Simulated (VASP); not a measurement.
# Al2GaP3 (P1) in VASP: relaxation of cell and atoms with PBE

Aim: the relaxation of cell and atoms of Al2GaP3 with PBE.

Program: VASP 6.6.1. These are calculated values, not measurements. Logs are shortened: lines on timing, memory, paths and dates and some standing lists are left out, and cuts for length are marked.

## Step 1: The cell of the first run

The typed cell holds 12 atoms: a = 5.446 Å, b = 5.535 Å, c = 8.869 Å, α = 89.28°, β = 108.58°, γ = 91.35°.

## Step 2: Relaxation of cell and atoms, PBE

File INCAR:

```
SYSTEM = Al2GaP3
PREC = Accurate ; ENCUT = 600
EDIFF = 1E-7 ; ISMEAR = 0
SIGMA = 0.1 ; LREAL = .FALSE.
LASPH = .TRUE. ; NELM = 100
ALGO = Normal ; ISIF = 3
LWAVE = .FALSE. ; LCHARG = .FALSE.
GGA = PE ; IBRION = 2
NSW = 80 ; EDIFFG = -0.025
KPAR = 4
```

File KPOINTS:

```
regular mesh
0
G
  4 4 4
  0 0 0
```

File POSCAR:

```
Al2GaP3
1.0
   -3.8960384838      3.8049097626      0.0338783766
    3.9590096114      3.8678808902     -0.0154320847
    2.0002864784     -1.9220072577     -8.4239085141
Al Ga P
4 2 6
Direct
    0.6660571034      0.5053870713      0.3455077379
    0.1513112337      1.0052477594      0.3109729357
    0.3298036817      0.4691279751      0.6706446894
    0.8494021335      0.0006890614      0.6719494910
    0.9938486168      0.5489078300      1.0016024770
    0.4887206862      0.9766201317      1.0013870287
    0.1305807958      0.2802228354      0.8276876753
    0.6632915768      0.7341067217      0.8368152252
    0.4895620557      0.2348512563      0.4968300619
    1.0208617943      0.7485491305      0.4990892174
    0.8590526559      0.2434019079      0.1664219101
    0.3575076662      0.7528883193      0.1710915505
```

Potentials or basis: VASP PAW PBE potentials, release 64 (Al, Ga_d, P).

Command:

```
$ cat potpaw_PBE.64/Al/POTCAR potpaw_PBE.64/Ga_d/POTCAR potpaw_PBE.64/P/POTCAR > POTCAR
$ mpirun -np 4 vasp_std > vasp.out
```

OUTCAR:

```text
SYSTEM = Al2GaP3
   PREC = Accurate
   ENCUT = 600
   EDIFF = 1E-7
   ISMEAR = 0
   LREAL = .FALSE.
   LASPH = .TRUE.
   NELM = 100
   ISIF = 3
   GGA = PE
   IBRION = 2
   NSW = 80
   EDIFFG = -0.025

 ion  position               nearest neighbor table
   1  0.666  0.505  0.346-  12 2.34  10 2.38   9 2.38  11 2.63
   2  0.151  0.005  0.311-  11 2.16   9 2.39  12 2.40  10 2.44
   3  0.330  0.469  0.671-   7 2.25   9 2.40   8 2.42  10 2.44
   4  0.849  0.001  0.672-   7 2.29   9 2.46   8 2.48  10 2.49
   5  0.994  0.549  0.002-   8 2.19  12 2.34   7 2.45  11 2.47
   6  0.489  0.977  0.001-  12 2.22   8 2.41  11 2.53   7 2.68
   7  0.131  0.280  0.828-   3 2.25   4 2.29   5 2.45   6 2.68
   8  0.663  0.734  0.837-   5 2.19   6 2.41   3 2.42   4 2.48
   9  0.490  0.235  0.497-   1 2.38   2 2.39   3 2.40   4 2.46
  10  0.021  0.749  0.499-   1 2.38   2 2.44   3 2.44   4 2.49
  11  0.859  0.243  0.166-   2 2.16   5 2.47   6 2.53   1 2.63
  12  0.358  0.753  0.171-   6 2.22   1 2.34   5 2.34   2 2.40

  LATTYP: Found a triclinic cell.
 ALAT       =     5.4458793517
 B/A-ratio  =     1.6168581745
 C/A-ratio  =     1.0163361356
 COS(alpha) =     0.0019078938
 COS(beta)  =     0.0234900367
 COS(gamma) =     0.2975040833

  Lattice vectors:

 A1 = (  -3.8960384838,   3.8049097626,   0.0338783766)
 A2 = (  -1.8957520054,   1.8829025049,  -8.3900301375)
 A3 = (  -3.9590096114,  -3.8678808902,   0.0154320847)

Analysis of symmetry for initial positions (statically):
=====================================================================
 Subroutine PRICEL returns:
 Original cell was already a primitive cell.

 Routine SETGRP: Setting up the symmetry group for a
 triclinic supercell.

 Subroutine GETGRP returns: Found  1 space group operations
 (whereof  1 operations were pure point group operations)
 out of a pool of  2 trial point group operations.

The static configuration has the point symmetry C_1 .

Analysis of symmetry for dynamics (positions and initial velocities):
=====================================================================
 Subroutine PRICEL returns:
 Original cell was already a primitive cell.

 Routine SETGRP: Setting up the symmetry group for a
 triclinic supercell.

 Subroutine GETGRP returns: Found  1 space group operations
 (whereof  1 operations were pure point group operations)
 out of a pool of  2 trial point group operations.

The dynamic configuration has the point symmetry C_1 .

 Subroutine INISYM returns: Found  1 space group operations
[... 140 lines left out ...]
  Thomas-Fermi vector in A             =   2.191285
   LORBIT       =      0    0 simple, 1 ext, 2 COOP (PROOUT), +10 PAW based schemes
   GGA     = PE    functional components
   LHFCALC =     F    Hartree Fock is set to
   AEXX    =    0.0000 exact exchange contribution
   IVDW    =     0    specifies the selected vdW correction
   LEPSILON=     F    determine dielectric tensor
   LRPA    =     F    only Hartree local field effects (RPA)
 conjugate gradient relaxation of ions
 non-spin polarized calculation
 Gauss-broadening in eV      SIGMA  =   0.10
  energy-cutoff  :      600.00
  volume of cell :      253.32
 maximum number of plane-waves:      8488
 NGX is ok and might be reduce to    48
   NGX = 21   NGY = 23   NGZ = 35

--------------------------------------- Ionic step        1  -------------------------------------------

 number of electron      67.9999999 magnetization

 Free energy of the ion-electron system (eV)
  ---------------------------------------------------
  ext. energy  EPLUGINS =         0.00000000
  ---------------------------------------------------
  free energy    TOTEN  =       -58.31490064 eV

  energy without entropy =      -58.31490064  energy(sigma->0) =      -58.31490064

------------------------ aborting loop because EDIFF is reached ----------------------------------------

  FORCE on cell =-STRESS in cart. coord.  units (eV):
  Direction    XX          YY          ZZ          XY          YZ          ZX
  --------------------------------------------------------------------------------------
  -------------------------------------------------------------------------------------
  Total       -0.4356735      3.0626575     -0.1966236     -1.1347678      0.6672647      4.2550182
  in kB       -2.7555491     19.3707039     -1.2436056     -7.1771824      4.2203178     26.9121501
  external PRESSURE =       5.1238497 kB  Pullay stress =       0.0000000 kB
[... 119 lines left out ...]
  FREE ENERGIE OF THE ION-ELECTRON SYSTEM (eV)
  ---------------------------------------------------
  free  energy   TOTEN  =       -59.2920342280 eV

  energy  without entropy=      -59.2920342280  energy(sigma->0) =      -59.29203423

[... ionic steps 4 to 16 ...]

--------------------------------------- Ionic step       17  -------------------------------------------

 number of electron      68.0000001 magnetization

------------------------ aborting loop because EDIFF is reached ----------------------------------------
[... 87 lines left out ...]
--------------------------------------- Ionic step       19  -------------------------------------------

 number of electron      68.0000003 magnetization

 Free energy of the ion-electron system (eV)
  ---------------------------------------------------
  ext. energy  EPLUGINS =         0.00000000
  ---------------------------------------------------
  free energy    TOTEN  =       -59.73855314 eV

  energy without entropy =      -59.73855314  energy(sigma->0) =      -59.73855314

 E-fermi :   4.7757     XC(G=0):  -9.3074

 val. band max:        4.3549631296   @ k =   0.0000   0.0000   0.0000
 cond. band min:       5.9900873071   @ k =   0.0000   0.0000   0.5000
 fundamental gap:      1.6351241775
 Fermi energy:         4.7756523819

 k-point     1 :       0.0000    0.0000    0.0000
  band No.  band energies     occupation
      1      -9.9272      2.00000
      2      -9.8999      2.00000
      3      -9.8998      2.00000
      4      -9.8461      2.00000
      5      -9.8461      2.00000
      6      -9.8159      2.00000
[... 1045 lines left out ...]
     40       7.7623      0.00000
     41       8.3790      0.00000

 [... further k-points ...]

------------------------ aborting loop because EDIFF is reached ----------------------------------------

  FORCE on cell =-STRESS in cart. coord.  units (eV):
  Direction    XX          YY          ZZ          XY          YZ          ZX
  --------------------------------------------------------------------------------------
  -------------------------------------------------------------------------------------
  Total        0.0896562      0.0892393     -0.0073773     -0.0097097     -0.0004426     -0.0298090
  in kB        0.5738455      0.5711766     -0.0472188     -0.0621471     -0.0028327     -0.1907928
  external PRESSURE =       0.3659344 kB  Pullay stress =       0.0000000 kB
[... 27 lines left out ...]
  FREE ENERGIE OF THE ION-ELECTRON SYSTEM (eV)
  ---------------------------------------------------
  free  energy   TOTEN  =       -59.7385531435 eV

  energy  without entropy=      -59.7385531435  energy(sigma->0) =      -59.73855314

 reached required accuracy - stopping structural energy minimisation
```

CONTCAR:

```text
Al2GaP3
   1.00000000000000
    -3.8926620058648655    3.8931372038062988   -0.0001300394056192
     3.8935199543605266    3.8937840868680658    0.0001171359655040
     1.9457520382999380   -1.9464429232532305   -8.2571927437775887
  Al              Ga              P
     4     2     6
Direct
     0.6667737540050493    0.5001486300632282    0.3333226281570736
     0.1668588365833142    0.9998225195126217    0.3336065396654453
     0.3333012248397531    0.4997566052555181    0.6666340999425180
     0.8333549553514268    0.9996341019584376    0.6664581215472640
     0.9998819994398953    0.5003638499957156    0.0000571531726044
     0.5000538684389456    0.0001753054235854    0.0000356506063330
     0.1657816498209182    0.2499674940768855    0.8324038749193098
     0.6658305934942491    0.7502292458028116    0.8325190633105900
     0.5002012084701639    0.2499810574028656    0.4999855769595843
     0.9999881402781780    0.7497419569609357    0.4999677969783141
     0.8340110121601085    0.2499615817089803    0.1674823406909339
     0.3339627571179981    0.7502176518384149    0.1675271541500239

  0.00000000E+00  0.00000000E+00  0.00000000E+00
  0.00000000E+00  0.00000000E+00  0.00000000E+00
  0.00000000E+00  0.00000000E+00  0.00000000E+00
  0.00000000E+00  0.00000000E+00  0.00000000E+00
  0.00000000E+00  0.00000000E+00  0.00000000E+00
  0.00000000E+00  0.00000000E+00  0.00000000E+00
  0.00000000E+00  0.00000000E+00  0.00000000E+00
  0.00000000E+00  0.00000000E+00  0.00000000E+00
  0.00000000E+00  0.00000000E+00  0.00000000E+00
  0.00000000E+00  0.00000000E+00  0.00000000E+00
  0.00000000E+00  0.00000000E+00  0.00000000E+00
  0.00000000E+00  0.00000000E+00  0.00000000E+00
```

Wall time 21 min (4 MPI ranks of Intel Xeon Platinum 8488C (Sapphire Rapids), shared host); peak memory 0.71 GiB.

Results:

```
Free energy                           : -59.7386 eV
Relaxed volume                        : 20.86 Å³/atom
Relaxed cell                          : a = 5.505 Å, b = 5.506 Å, c = 8.704 Å, α = 90.00°, β = 108.43°, γ = 89.99°
Space group after relaxing (to 0.1 Å) : I-4m2 (No. 119)
Energy gained by relaxing             : 118.6 meV/atom
Ionic steps                           : 19
Pressure after relaxing               : 0.0 GPa
Largest force after relaxing          : 0.020 eV/Å
Band gap on the k mesh                : 1.64 eV
```

Forces in eV/Å, atoms in the order of the input:
```
Al  -0.009 -0.013  0.006
Al   0.006  0.009  0.010
Al   0.000 -0.002 -0.003
Al   0.015 -0.002 -0.009
Ga  -0.005  0.000  0.006
Ga   0.017  0.004  0.004
P   -0.008  0.010 -0.014
P   -0.019  0.003  0.003
P    0.001 -0.001  0.000
P   -0.006  0.006 -0.003
P    0.006 -0.003 -0.005
P    0.001 -0.010  0.005
```

Step by step:
```csv
step,energy change (eV),largest force (eV/Å),pressure (GPa),volume (Å³)
1,0.0000,3.2048,0.51,253.32
2,-0.9748,1.2984,-1.50,255.70
3,-0.9771,1.2954,-1.47,255.58
4,-1.2737,0.5889,0.34,248.96
5,-1.2793,0.5710,0.68,247.97
6,-1.3395,0.2922,-0.07,250.35
7,-1.3480,0.3118,-0.45,251.66
8,-1.3774,0.2949,0.01,250.27
9,-1.3868,0.2788,0.49,248.89
10,-1.4070,0.1976,0.24,249.65
11,-1.4148,0.1608,-0.03,250.49
12,-1.4193,0.0866,-0.04,250.52
13,-1.4203,0.0788,-0.04,250.55
14,-1.4216,0.0776,0.02,250.35
15,-1.4219,0.0789,0.07,250.21
16,-1.4229,0.0426,-0.01,250.47
17,-1.4230,0.0526,-0.06,250.61
18,-1.4236,0.0285,0.01,250.41
19,-1.4237,0.0198,0.04,250.32
```

Final structure:
```xyz
12
Lattice="-3.8927 3.8931 -0.0001 3.8935 3.8938 0.0001 1.9458 -1.9464 -8.2572" Properties=species:S:1:pos:R:3 pbc="T T T"
Al    0.0004    3.8945   -2.7523
Al    3.8924    3.8934   -2.7546
Al    1.9455    1.9460   -5.5045
Al    1.9449    5.8395   -5.5031
Ga   -1.9439    5.8409   -0.0005
Ga   -1.9458    1.9474   -0.0004
P     1.9476   -0.0015   -6.8733
P     1.9491    3.8929   -6.8743
P    -0.0010    1.9475   -4.1285
P    -0.0007    5.8393   -4.1284
P    -1.9474    3.8942   -1.3830
P     1.9470    3.8953   -1.3833
```

Levels at points of the mesh, in eV from the valence-band top:
| k point | band 30 | band 31 | band 32 | band 33 | band 34 | band 35 | band 36 | band 37 | band 38 | band 39 |
| --- | --- | --- | --- | --- | --- | --- | --- | --- | --- | --- |
| (0.00, 0.00, 0.00) | -1.79 | -1.79 | -0.02 | 0.00 | 0.00 | 1.64 | 1.84 | 2.18 | 2.28 | 2.56 |
| (0.50, 0.00, 0.00) | -1.69 | -1.17 | -1.17 | -0.93 | -0.93 | 3.04 | 3.04 | 3.51 | 3.51 | 4.06 |
| (0.00, 0.50, 0.00) | -1.47 | -1.38 | -1.38 | -1.37 | -1.37 | 2.58 | 2.58 | 3.32 | 3.32 | 3.69 |
| (0.50, 0.50, 0.00) | -0.92 | -0.86 | -0.86 | -0.82 | -0.81 | 2.23 | 2.23 | 3.42 | 3.42 | 3.53 |
| (0.00, 0.00, 0.50) | -1.65 | -0.91 | -0.91 | -0.70 | -0.69 | 1.64 | 1.66 | 2.18 | 2.19 | 3.21 |
| (0.50, 0.00, 0.50) | -1.69 | -1.17 | -1.17 | -0.94 | -0.93 | 3.04 | 3.04 | 3.51 | 3.51 | 4.06 |
| (0.00, 0.50, 0.50) | -2.28 | -0.89 | -0.89 | -0.87 | -0.87 | 3.73 | 3.73 | 4.19 | 4.19 | 4.48 |
| (0.50, 0.50, 0.50) | -0.92 | -0.86 | -0.86 | -0.82 | -0.81 | 2.23 | 2.23 | 3.42 | 3.42 | 3.53 |

A k mesh can miss the band edges.
